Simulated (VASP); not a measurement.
Write the native input for VASP 6.6.1 that does the following.

- Task: single point
- Functional: PBE
- Potentials or basis: VASP PAW PBE potentials, release 64 (Bi_d, O)
- Cutoff: 520 eV
- k mesh: 29 × 29 × 29
- Occupations: fermi-dirac, width 0.0612256 eV
- Spin: no spin polarisation
- Dipole correction: no
- Further INCAR settings: ALGO = Normal; EDIFF = 1e-07; NBANDS = 25

The structure of Bi2O (antifluorite type) lies in POSCAR:

```
Bi2O
1.0
    0.0000000000      3.1930553921      3.1930553921
    3.1930553921      0.0000000000      3.1930553921
    3.1930553921      3.1930553921      0.0000000000
Bi O
2 1
Direct
    0.2500000000      0.2500000000      0.2500000000
    0.7500000000      0.7500000000      0.7500000000
    0.0000000000      0.0000000000      0.0000000000
```

One way to write it, as run:

INCAR

```
SYSTEM = Bi2O
PREC = Accurate ; ENCUT = 520
EDIFF = 1E-7 ; ISMEAR = -1
SIGMA = 0.06122561905347299 ; LREAL = .False.
LASPH = .True. ; NELM = 80
ALGO = Normal ; ISIF = 2
LWAVE = .False. ; LCHARG = .False.
GGA = PE ; NBANDS = 25
```

KPOINTS

```
Automatic mesh
0
Gamma
  29 29 29
  0 0 0
```

Potentials or basis: VASP PAW PBE potentials, release 64 (Bi_d, O).

Run with:

```console
$ cat potpaw_PBE.64/Bi_d/POTCAR potpaw_PBE.64/O/POTCAR > POTCAR
$ mpirun -np 1 vasp_std > vasp.out
```

Results of the run:

```json
{
 "Pressure": "4.7 GPa",
 "Band gap on the k mesh": "zero (bands 18 and 19 overlap by 2.01 eV)"
}
```

Caveat: the cell stands under pressure; spin-orbit coupling is left out, which moves the levels of the heavy elements.

Run time: 16 min on 1 thread of Oxide Virtual Turin-like Processor, with other jobs on the host, peak memory 0.91 GiB.
